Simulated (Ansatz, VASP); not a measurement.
**AlCo in VASP and in Ansatz**

```
CELL_PARAMETERS angstrom
0.00000 2.09759 2.09759
2.09759 0.00000 2.09759
2.09759 2.09759 0.00000
ATOMIC_POSITIONS crystal
Co 0.00000 0.00000 0.00000
Al 0.50000 0.50000 0.50000
```

Change from the starting cell: volume scaled by 0.72, PAW files.

Alike in both runs: task single point; functional LDA; k mesh 15 × 15 × 15; occupations fermi-dirac, width 0.08 eV; no spin polarisation.

```csv
,VASP,Ansatz
version,VASP 6.6.1,Ansatz 0.2.0
potentials or method,"VASP PAW LDA potentials, release 64 (Co, Al)","PAW with Ansatz's default frozen-core files, scalar-relativistic"
plane-wave cutoff (eV),520,420
valence electrons in the cell,12,20
```

```tsv
	VASP	Ansatz	Ansatz less VASP
pressure (GPa)	92.4	90.4	-1.93
```

LDA's correlation is that of Perdew and Zunger in VASP and of Perdew and Wang (1992) in Ansatz. Both programs put the cell under a high pressure, so it lies far from rest at this level. VASP's potentials hold 12 valence electrons a cell and Ansatz's 20, so a difference there can come from the potentials and not from the codes.

Noted on VASP's run: the cell as given lies far from equilibrium.
